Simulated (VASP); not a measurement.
# Al6Co5Ni (P4/mmm) in VASP: notebook, part 2 of 2

VASP 6.6.1. Earlier steps stand in the parts before.

**3. Single point, PBE, collinear spin, ferromagnetic start**

This run uses another cell than the first one, of 13.01 Å³/atom.

Input file INCAR:

```
SYSTEM = Al6Co5Ni
PREC     = Accurate       ! precision mode
ENCUT    = 520            ! plane-wave cutoff, eV
EDIFF    = 1E-7           ! SCF threshold, eV
ISMEAR   = 0              ! smearing method
SIGMA    = 0.1            ! smearing width, eV
LREAL    = .FALSE.        ! projectors in reciprocal space
LASPH    = .TRUE.         ! aspherical terms in the spheres
NELM     = 150            ! most SCF steps
ALGO     = Normal         ! electronic algorithm
ISIF     = 2              ! what is computed and relaxed
LWAVE    = .FALSE.        ! write WAVECAR
LCHARG   = .FALSE.        ! write CHGCAR
ISPIN    = 2              ! spin polarisation
MAGMOM   = 0 0 0 0 0 0 3 3 3 3 3 2 ! initial moments
LORBIT   = 11             ! projections on sites
LMAXMIX  = 4              ! l up to which the mixer works
GGA      = PE             ! functional
NBANDS   = 52             ! bands
```

Input file KPOINTS:

```
Automatic mesh
0
G
  4 4 2
  0 0 0
```

Input file POSCAR:

```
Al6Co5Ni
1.0
    4.1903476400      0.0000000000      0.0000000000
    0.0000000000      4.1903476400      0.0000000000
    0.0000000000      0.0000000000      8.8890697000
Al Co Ni
6 5 1
Direct
    0.0000000000      0.5000000000      0.8333333300
    0.0000000000      0.5000000000      0.1666666700
    0.0000000000      0.5000000000      0.5000000000
    0.5000000000      0.0000000000      0.8333333300
    0.5000000000      0.0000000000      0.1666666700
    0.5000000000      0.0000000000      0.5000000000
    0.0000000000      0.0000000000      0.6666666700
    0.0000000000      0.0000000000      0.3333333300
    0.5000000000      0.5000000000      0.6666666700
    0.5000000000      0.5000000000      0.0000000000
    0.5000000000      0.5000000000      0.3333333300
    0.0000000000      0.0000000000      0.0000000000
```

Potentials or basis: VASP PAW PBE potentials, release 64 (Al, Co, Ni).

Command:

```bash
cat potpaw_PBE.64/Al/POTCAR potpaw_PBE.64/Co/POTCAR potpaw_PBE.64/Ni/POTCAR > POTCAR
mpirun -np 1 vasp_std > vasp.out
```

OUTCAR:

```text
SYSTEM = Al6Co5Ni
   PREC = Accurate
   ENCUT = 520
   EDIFF = 1E-7
   ISMEAR = 0
   LREAL = .FALSE.
   LASPH = .TRUE.
   NELM = 150
   ISIF = 2
   ISPIN = 2
   LORBIT = 11
   GGA = PE

 ion  position               nearest neighbor table
   1  0.000  0.500  0.833-   7 2.57   9 2.57   7 2.57   9 2.57  10 2.57  12 2.57  12 2.57  10 2.57
                             3 2.96   4 2.96   4 2.96   4 2.96   4 2.96   2 2.96
   2  0.000  0.500  0.167-   8 2.57  11 2.57   8 2.57  11 2.57  10 2.57  12 2.57  10 2.57  12 2.57
                             3 2.96   5 2.96   5 2.96   5 2.96   5 2.96   1 2.96
   3  0.000  0.500  0.500-   7 2.57   8 2.57   9 2.57  11 2.57   7 2.57   8 2.57   9 2.57  11 2.57
                             1 2.96   2 2.96   6 2.96   6 2.96   6 2.96   6 2.96
   4  0.500  0.000  0.833-   7 2.57   9 2.57   9 2.57   7 2.57  10 2.57  10 2.57  12 2.57  12 2.57
                             6 2.96   1 2.96   1 2.96   1 2.96   1 2.96   5 2.96
   5  0.500  0.000  0.167-   8 2.57  11 2.57  11 2.57   8 2.57  10 2.57  10 2.57  12 2.57  12 2.57
                             6 2.96   2 2.96   2 2.96   2 2.96   2 2.96   4 2.96
   6  0.500  0.000  0.500-   7 2.57   8 2.57   9 2.57  11 2.57   9 2.57  11 2.57   7 2.57   8 2.57
[... 1498 lines left out ...]

  energy  without entropy=      -69.5271337967  energy(sigma->0) =      -69.54339212

 total charge

# of ion       s       p       d       tot
------------------------------------------
    1        0.383   0.380   0.000   0.762
    2        0.383   0.380   0.000   0.762
    3        0.383   0.380   0.000   0.763
    4        0.383   0.380   0.000   0.762
    5        0.383   0.380   0.000   0.762
    6        0.383   0.380   0.000   0.763
    7        0.398   0.411   7.443   8.252
    8        0.398   0.411   7.443   8.252
    9        0.394   0.419   7.434   8.247
   10        0.400   0.404   7.456   8.260
   11        0.394   0.419   7.434   8.247
   12        0.439   0.456   8.416   9.310
--------------------------------------------------
tot          4.720   4.799  45.626  55.144

 magnetization (x)

# of ion       s       p       d       tot
------------------------------------------
    1       -0.002  -0.004   0.000  -0.007
    2       -0.002  -0.004   0.000  -0.007
    3       -0.003  -0.008   0.000  -0.010
    4       -0.002  -0.004   0.000  -0.007
    5       -0.002  -0.004   0.000  -0.007
    6       -0.003  -0.008   0.000  -0.010
    7        0.003  -0.009   0.344   0.339
    8        0.003  -0.009   0.344   0.339
    9        0.001  -0.011   0.336   0.325
   10        0.005   0.000   0.356   0.362
   11        0.001  -0.011   0.336   0.325
   12        0.002  -0.011   0.107   0.098
--------------------------------------------------
tot          0.002  -0.083   1.822   1.742
```

It took 12 min on 1 thread of Oxide Virtual Turin-like, shared host; peak memory 0.35 GiB.

Results:

| Item | Value |
| --- | --- |
| Free energy | -69.5597 eV |
| Pressure | -14.4 GPa |
| Largest force | 0.232 eV/Å |
| Net moment | 1.50 μB per cell |
| Site moments | Al -0.01; Co +0.34, +0.33, +0.36 (each value once); Ni +0.10 μB |
| Valence electrons inside the program's atomic spheres | Al 0.76; Co 8.25, 8.26 (each value once); Ni 9.31 |

Forces on the atoms (eV/Å):
```
Al   0.000  0.000 -0.232
Al   0.000  0.000  0.232
Al   0.000  0.000  0.000
Al   0.000  0.000 -0.232
Al   0.000  0.000  0.232
Al   0.000  0.000  0.000
Co   0.000  0.000  0.044
Co   0.000  0.000 -0.044
Co   0.000  0.000  0.106
Co   0.000  0.000  0.000
Co   0.000  0.000 -0.106
Ni   0.000  0.000  0.000
```

Stress tensor (GPa, compression positive):
```
-14.42   0.00   0.00
  0.00 -14.42   0.00
  0.00   0.00 -14.33
```

Levels at points of the mesh, in eV from the Fermi level:
Spin up:
| k point | band 35 | band 36 | band 37 | band 38 | band 39 | band 40 |
| --- | --- | --- | --- | --- | --- | --- |
| (0.00, 0.00, 0.00) | -0.38 | 0.16 | 0.36 | 1.01 | 1.01 | 1.04 |
| (0.50, 0.00, 0.00) | -1.10 | -0.99 | 1.27 | 1.31 | 1.40 | 1.42 |
| (0.50, 0.50, 0.00) | -0.70 | -0.70 | -0.56 | -0.38 | -0.18 | -0.16 |
| (0.00, 0.00, 0.50) | -0.50 | -0.39 | -0.38 | -0.15 | 1.84 | 2.11 |
| (0.50, 0.00, 0.50) | -0.64 | -0.57 | -0.18 | 0.02 | 1.82 | 1.94 |
| (0.50, 0.50, 0.50) | -0.79 | -0.79 | -0.59 | -0.59 | -0.29 | -0.14 |
Spin down:
```tsv
k point	band 32	band 33	band 34	band 35	band 36	band 37	band 38	band 39	band 40	band 41
(0.00, 0.00, 0.00)	-0.45	-0.28	0.19	0.21	0.54	0.79	1.05	1.05	1.06	1.06
(0.50, 0.00, 0.00)	-0.92	-0.88	-0.88	-0.85	-0.80	1.40	1.50	1.64	1.66	1.73
(0.50, 0.50, 0.00)	-1.11	-0.92	-0.92	-0.50	-0.50	-0.14	0.04	0.37	0.38	0.46
(0.00, 0.00, 0.50)	-0.39	-0.39	-0.28	-0.03	0.19	0.21	0.42	2.06	2.33	2.38
(0.50, 0.00, 0.50)	-1.00	-0.96	-0.95	-0.52	-0.44	0.24	0.56	1.93	2.14	2.15
(0.50, 0.50, 0.50)	-1.08	-0.78	-0.78	-0.59	-0.59	-0.14	-0.12	0.27	0.37	0.47
```

Caveat: the k points lie up to 0.37 Å⁻¹ apart.
